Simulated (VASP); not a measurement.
# GaN (F-43m) in VASP: a series of runs

GaN is run at these levels: r2SCAN; tasks: single point.

All numbers are computed with VASP 6.6.1; they aren't measurements. Logs are shortened: lines on timing, memory, paths and dates and some standing lists are left out, and cuts for length are marked.

## Step 1: The cell of the first run

It takes space group F-43m (No. 216, cubic). Conventional cell: a = 4.282 Å, b = 4.282 Å, c = 4.282 Å, α = 90.00°, β = 90.00°, γ = 90.00°. Ga (site symmetry -43m) has 4 N at 1.85 Å within 2.5 Å. Within 2.5 Å of N (site symmetry -43m) lie 4 Ga at 1.85 Å.

## Step 2: Single point, r2SCAN (strain -0.050 along x and y, -0.050 along z)

File POSCAR:

```
GaN
1.0
    0.0000000000      2.1408255771      2.1408255771
    2.1408255771      0.0000000000      2.1408255771
    2.1408255771      2.1408255771      0.0000000000
Ga N
1 1
Direct
    0.0000000000      0.0000000000      0.0000000000
    0.7500000000      0.7500000000      0.7500000000
```

File INCAR.step1:

```
SYSTEM = GaN
  ALGO = Normal
  EDIFF = 1E-4
  ENCUT = 520
  GGA = PE
  ISMEAR = 0
  LASPH = .TRUE.
  LCHARG = .FALSE.
  LREAL = .FALSE.
  LWAVE = .TRUE.
  NBANDS = 16
  NELM = 100
  PREC = Accurate
  SIGMA = 0.05
```

File INCAR.step2:

```
SYSTEM = GaN
  ALGO = Normal
  EDIFF = 1E-7
  ENCUT = 520
  ISIF = 2
  ISMEAR = 0
  ISTART = 1
  LASPH = .TRUE.
  LCHARG = .TRUE.
  LELF = .TRUE.
  LMIXTAU = .TRUE.
  LREAL = .FALSE.
  LVHAR = .TRUE.
  LWAVE = .FALSE.
  METAGGA = R2SCAN
  NBANDS = 16
  NELM = 100
  PREC = Accurate
  SIGMA = 0.05
```

File KPOINTS:

```
k-points
0
G
  10 10 10
  0 0 0
```

Potentials or basis: VASP PAW PBE potentials, release 64 (Ga_d, N).

Launch:

```sh
cat potpaw_PBE.64/Ga_d/POTCAR potpaw_PBE.64/N/POTCAR > POTCAR
cp INCAR.step1 INCAR
mpirun -np 1 vasp_std > vasp.out
cp INCAR.step2 INCAR
mpirun -np 1 vasp_std > vasp.out
```

OUTCAR:

```text
SYSTEM = GaN
   EDIFF = 1E-7
   ENCUT = 520
   ISIF = 2
   ISMEAR = 0
   ISTART = 1
   LASPH = .TRUE.
   LREAL = .FALSE.
   METAGGA = R2SCAN
   NELM = 100
   PREC = Accurate

 ion  position               nearest neighbor table
   1  0.000  0.000  0.000-   2 1.85   2 1.85   2 1.85   2 1.85
   2  0.750  0.750  0.750-   1 1.85   1 1.85   1 1.85   1 1.85

  LATTYP: Found a face centered cubic cell.
 ALAT       =     4.2816511542

  Lattice vectors:

 A1 = (   0.0000000000,   2.1408255771,   2.1408255771)
 A2 = (   2.1408255771,   0.0000000000,   2.1408255771)
 A3 = (   2.1408255771,   2.1408255771,   0.0000000000)

Analysis of symmetry for initial positions (statically):
=====================================================================
 Subroutine PRICEL returns:
 Original cell was already a primitive cell.

 Routine SETGRP: Setting up the symmetry group for a
 face centered cubic supercell.

 Subroutine GETGRP returns: Found 24 space group operations
 (whereof 24 operations were pure point group operations)
 out of a pool of 48 trial point group operations.

The static configuration has the point symmetry T_d .

Analysis of symmetry for dynamics (positions and initial velocities):
=====================================================================
 Subroutine PRICEL returns:
 Original cell was already a primitive cell.

 Routine SETGRP: Setting up the symmetry group for a
 face centered cubic supercell.

 Subroutine GETGRP returns: Found 24 space group operations
 (whereof 24 operations were pure point group operations)
 out of a pool of 48 trial point group operations.

The dynamic configuration has the point symmetry T_d .

 Subroutine INISYM returns: Found 24 space group operations
 (whereof 24 operations are pure point group operations),
 and found     1 'primitive' translations

----------------------------------------------------------------------------------------

                                     Primitive cell

  volume of cell :      19.6234

  direct lattice vectors                    reciprocal lattice vectors
     0.000000000  2.140825577  2.140825577    -0.233554758  0.233554758  0.233554758
     2.140825577  0.000000000  2.140825577     0.233554758 -0.233554758  0.233554758
     2.140825577  2.140825577  0.000000000     0.233554758  0.233554758 -0.233554758

  length of vectors
     3.027584566  3.027584566  3.027584566     0.404528708  0.404528708  0.404528708

  position of ions in fractional coordinates (direct lattice)
     0.000000000  0.000000000  0.000000000
     0.750000000  0.750000000  0.750000000

  ion indices of the primitive-cell ions
   primitive index   ion index
                 1           1
                 2           2

----------------------------------------------------------------------------------------

 KPOINTS: k-points

Automatic generation of k-mesh.
 Grid dimensions read from file:
 generate k-points for:   10   10   10

 Generating k-lattice:

  Cartesian coordinates                     Fractional coordinates (reciprocal lattice)
    -0.023355476  0.023355476  0.023355476     0.100000000  0.000000000  0.000000000
     0.023355476 -0.023355476  0.023355476     0.000000000  0.100000000  0.000000000
     0.023355476  0.023355476 -0.023355476     0.000000000  0.000000000  0.100000000

  Length of vectors
     0.040452871  0.040452871  0.040452871

  Shift w.r.t. Gamma in fractional coordinates (k-lattice)
     0.000000000  0.000000000  0.000000000

 Subroutine IBZKPT returns following result:
 ===========================================

 Found     47 irreducible k-points:

 Following reciprocal coordinates:
            Coordinates               Weight
  0.000000  0.000000  0.000000      1.000000
  0.100000  0.000000  0.000000      8.000000
  0.200000  0.000000  0.000000      8.000000
  0.300000  0.000000  0.000000      8.000000
  0.400000  0.000000  0.000000      8.000000
  0.500000  0.000000  0.000000      4.000000
[... 16 lines left out ...]
  0.300000  0.300000  0.000000      6.000000
  0.400000  0.300000  0.000000     24.000000
 [... further k-points ...]
   k-points           NKPTS =     47   k-points in BZ     NKDIM =     47   number of bands    NBANDS=     16
   number of dos      NEDOS =    301   number of ions     NIONS =      2
   total plane-waves  NPLWV =  13824
   dimension x,y,z NGX =    24 NGY =   24 NGZ =   24
   dimension x,y,z NGXF=    48 NGYF=   48 NGZF=   48
   ions per type =               1   1
   NGX,Y,Z   is equivalent  to a cutoff of  13.18, 13.18, 13.18 a.u.
   NGXF,Y,Z  is equivalent  to a cutoff of  26.36, 26.36, 26.36 a.u.
 SYSTEM =  GaN
   PREC   = accura    normal or accurate (medium, high low for compatibility)
   ISTART =      1    job   : 0-new  1-cont  2-samecut
   ICHARG =      0    charge: 1-file 2-atom 10-const
   ISPIN  =      1    spin polarized calculation?
   LNONCOLLINEAR =      F non collinear calculations
   LSORBIT =      F    spin-orbit coupling
   LASPH  =      T    aspherical Exc in radial PAW
   ENCUT  =  520.0 eV  38.22 Ry    6.18 a.u.   5.63  5.63  5.63*2*pi/ulx,y,z
   NELM   =    100;   NELMIN=  2; NELMDL=  0     # of ELM steps
   EDIFF  = 0.1E-06   stopping-criterion for ELM
   LREAL  =      F    real-space projection
   EDIFFG = 0.1E-05   stopping-criterion for IOM
   NSW    =      0    number of steps for IOM
   IBRION =     -1    ionic relax: 0-MD 1-quasi-New 2-CG
   NFREE  =      0    steps in history (QN), initial steepest desc. (CG)
   ISIF   =      2    stress and relaxation
   ISYM   =      2    0-nonsym 1-usesym 2-fastsym
   POTIM  = 0.5000    time-step for ionic-motion
   TEBEG  =    0.0;   TEEND  =   0.0 temperature during run
   PSTRESS=    0.0 pullay stress
   NELECT =      18.0000    total number of electrons
   NUPDOWN=      -1.0000    fix difference up-down
   EMIN   =  10.00;   EMAX   =-10.00  energy-range for DOS
   EFERMI =   0.00;   METHOD = LEGACY
   ISMEAR =     0;   SIGMA  =   0.05  broadening in eV -4-tet -1-fermi 0-gaus
   EFERMI_NEDOS =   21; number of points for ismear=-14 and -15
   IALGO  =     38    algorithm
   IMIX   =      4    mixing-type and parameters
     AMIX     =   0.40;   BMIX     =  1.00
     AMIX_MAG =   1.60;   BMIX_MAG =  1.00
  volume/ion in A,a.u.               =       9.81        66.21
  Fermi-wavevector in a.u.,A,eV,Ry     =   1.590649  3.005891 34.424979  2.530165
  Thomas-Fermi vector in A             =   2.689311
   LORBIT       =      0    0 simple, 1 ext, 2 COOP (PROOUT), +10 PAW based schemes
   METAGGA = R2SCAN    functional components
   LHFCALC =     F    Hartree Fock is set to
   AEXX    =    0.0000 exact exchange contribution
   IVDW    =     0    specifies the selected vdW correction
   LEPSILON=     F    determine dielectric tensor
   LRPA    =     F    only Hartree local field effects (RPA)
 non-spin polarized calculation
 Gauss-broadening in eV      SIGMA  =   0.05
  energy-cutoff  :      520.00
  volume of cell :       19.62
 maximum number of plane-waves:       544
   NGX = 11   NGY = 11   NGZ = 11

 number of electron      18.0000002 magnetization

 Free energy of the ion-electron system (eV)
  ---------------------------------------------------
  ext. energy  EPLUGINS =         0.00000000
  ---------------------------------------------------
  free energy    TOTEN  =       -21.52543942 eV

  energy without entropy =      -21.52543942  energy(sigma->0) =      -21.52543942

 E-fermi :   7.1849     XC(G=0): -13.5715

 val. band max:        6.8441649003   @ k =   0.0000   0.0000   0.0000
 cond. band min:       9.9828225042   @ k =   0.0000   0.0000   0.0000
 fundamental gap:      3.1386576040
 Fermi energy:         7.1849070102

 k-point     1 :       0.0000    0.0000    0.0000
  band No.  band energies     occupation
      1     -11.3530      2.00000
      2      -7.2244      2.00000
      3      -7.2244      2.00000
      4      -7.2244      2.00000
      5      -6.6714      2.00000
      6      -6.6714      2.00000
[... 8 lines left out ...]
     15      27.8235      0.00000
     16      27.8235      0.00000

 k-point     2 :       0.1000    0.0000    0.0000
  band No.  band energies     occupation
      1     -11.2089      2.00000
      2      -7.2026      2.00000
      3      -7.2026      2.00000
      4      -7.1924      2.00000
      5      -6.6737      2.00000
      6      -6.6737      2.00000
[... 8 lines left out ...]
     15      26.2798      0.00000
     16      26.5334      0.00000

 k-point     3 :       0.2000    0.0000    0.0000
  band No.  band energies     occupation
      1     -10.8260      2.00000
      2      -7.1512      2.00000
      3      -7.1512      2.00000
      4      -7.0483      2.00000
      5      -6.6728      2.00000
      6      -6.6728      2.00000
[... 8 lines left out ...]
     15      25.4411      0.00000
     16      25.4411      0.00000

 k-point     4 :       0.3000    0.0000    0.0000
  band No.  band energies     occupation
      1     -10.3595      2.00000
      2      -7.1035      2.00000
      3      -7.1035      2.00000
      4      -6.6624      2.00000
      5      -6.6532      2.00000
      6      -6.6532      2.00000
[... 8 lines left out ...]
     15      26.2115      0.00000
     16      26.2115      0.00000
[... 324 lines left out ...]
 k-point    22 :      -0.2000    0.2000    0.0000
  band No.  band energies     occupation
      1     -10.2119      2.00000
      2      -7.0764      2.00000
      3      -7.0559      2.00000
      4      -6.7710      2.00000
      5      -6.7088      2.00000
      6      -6.3914      2.00000
[... 8 lines left out ...]
     15      26.9462      0.00000
     16      30.3869      0.00000

 k-point    23 :       0.3000    0.3000    0.0000
  band No.  band energies     occupation
      1     -10.0659      2.00000
      2      -7.0485      2.00000
      3      -6.9171      2.00000
      4      -6.9171      2.00000
      5      -6.5924      2.00000
      6      -6.4270      2.00000
[... 8 lines left out ...]
     15      31.2096      0.00000
     16      33.0556      0.00000

 k-point    24 :       0.4000    0.3000    0.0000
  band No.  band energies     occupation
      1      -9.8210      2.00000
      2      -7.0483      2.00000
      3      -6.8576      2.00000
      4      -6.8574      2.00000
      5      -6.5772      2.00000
      6      -5.9785      2.00000
[... 8 lines left out ...]
     15      31.8796      0.00000
     16      32.8507      0.00000

 [... further k-points ...]
[... 5 lines left out ...]
  --------------------------------------------------------------------------------------
  -------------------------------------------------------------------------------------
  Total        5.0835933      5.0835933      5.0835933      0.0000000      0.0000000      0.0000000
  in kB      415.0567957    415.0567957    415.0567957      0.0000000      0.0000000      0.0000000
  external PRESSURE =     415.0567957 kB  Pullay stress =       0.0000000 kB

 VOLUME and BASIS-vectors are now :
 -----------------------------------------------------------------------------
  energy-cutoff  :      520.00
  volume of cell :       19.62
      direct lattice vectors                 reciprocal lattice vectors
     0.000000000  2.140825577  2.140825577    -0.233554758  0.233554758  0.233554758
     2.140825577  0.000000000  2.140825577     0.233554758 -0.233554758  0.233554758
     2.140825577  2.140825577  0.000000000     0.233554758  0.233554758 -0.233554758

 POSITION                                       TOTAL-FORCE (eV/Angst)
 -----------------------------------------------------------------------------------
      0.00000      0.00000      0.00000        -0.000000     -0.000000     -0.000000
      3.21124      3.21124      3.21124         0.000000      0.000000      0.000000
 -----------------------------------------------------------------------------------
    total drift:                               -0.000010     -0.000010     -0.000011

  FREE ENERGIE OF THE ION-ELECTRON SYSTEM (eV)
  ---------------------------------------------------
  free  energy   TOTEN  =       -21.5254394175 eV

  energy  without entropy=      -21.5254394175  energy(sigma->0) =      -21.52543942
```

Wall time 2.8 min (1 thread of AMD EPYC 7R13, shared host); peak memory 0.12 GiB.

Results:

| Property | Result |
| --- | --- |
| Free energy | -21.5254 eV |
| Pressure | 41.5 GPa |
| Band gap on the k mesh | 3.14 eV, direct |

Levels at points of the mesh, in eV from the valence-band top:
```tsv
k point	band 7	band 8	band 9	band 10	band 11	band 12
(0.00, 0.00, 0.00)	0.00	0.00	0.00	3.14	12.02	12.02
(0.50, 0.00, 0.00)	-8.29	-1.22	-1.22	6.27	10.24	11.81
(0.50, 0.50, 0.00)	-6.92	-3.40	-3.40	3.82	8.14	13.89
```

Caveat: the cell differs from its parent crystal (strain -0.050 along x and y, -0.050 along z); the PAW data sets were made with another functional, which shifts forces and pressure a little.

## Step 3: Single point, r2SCAN (strain -0.025 along x and y, -0.025 along z)

File POSCAR:

```
GaN
1.0
    0.0000000000      2.1971630923      2.1971630923
    2.1971630923      0.0000000000      2.1971630923
    2.1971630923      2.1971630923      0.0000000000
Ga N
1 1
Direct
    0.0000000000      0.0000000000      0.0000000000
    0.7500000000      0.7500000000      0.7500000000
```

File INCAR.step1:

```
ALGO = Normal ; EDIFF = 1E-4
ENCUT = 520 ; GGA = PE
ISMEAR = 0 ; LASPH = True
LCHARG = False ; LREAL = False
LWAVE = True ; NBANDS = 16
NELM = 60 ; PREC = Accurate
SIGMA = 0.05
```

File INCAR.step2:

```
ALGO = Normal ; EDIFF = 1E-7
ENCUT = 520 ; ISIF = 2
ISMEAR = 0 ; ISTART = 1
LASPH = True ; LCHARG = False
LMIXTAU = True ; LREAL = False
LWAVE = False ; METAGGA = R2SCAN
NBANDS = 16 ; NELM = 60
PREC = Accurate ; SIGMA = 0.05
```

File KPOINTS:

```
k-points
0
Gamma
  10 10 10
```

Potentials or basis: VASP PAW PBE potentials, release 64 (Ga_d, N).

Launch:

```sh
cat potpaw_PBE.64/Ga_d/POTCAR potpaw_PBE.64/N/POTCAR > POTCAR
cp INCAR.step1 INCAR
mpirun -np 1 vasp_std > vasp.out
cp INCAR.step2 INCAR
mpirun -np 1 vasp_std > vasp.out
```

Run time: 3 min. Hardware: 1 thread of AMD EPYC 7R13, shared host; peak memory 0.12 GiB.

Results (log left out):

```
Free energy            : -21.8116 eV
Pressure               : 17.3 GPa
Band gap on the k mesh : 2.62 eV, direct
```

Levels at points of the mesh, in eV from the valence-band top:
| k point | band 5 | band 6 | band 7 | band 8 | band 9 | band 10 | band 11 | band 12 | band 13 | band 14 |
| --- | --- | --- | --- | --- | --- | --- | --- | --- | --- | --- |
| (0.00, 0.00, 0.00) | -13.47 | -13.47 | 0.00 | 0.00 | 0.00 | 2.62 | 11.50 | 11.50 | 11.50 | 19.62 |
| (0.50, 0.00, 0.00) | -13.42 | -12.33 | -7.69 | -1.10 | -1.10 | 5.71 | 9.85 | 11.40 | 11.40 | 17.21 |
| (0.50, 0.50, 0.00) | -13.38 | -11.96 | -6.55 | -3.07 | -3.07 | 3.79 | 7.70 | 13.19 | 15.80 | 15.80 |

Caveat: the cell differs from its parent crystal (strain -0.025 along x and y, -0.025 along z); the PAW data sets were made with another functional, which shifts forces and pressure a little.

(Continued in part 2 of 2.)
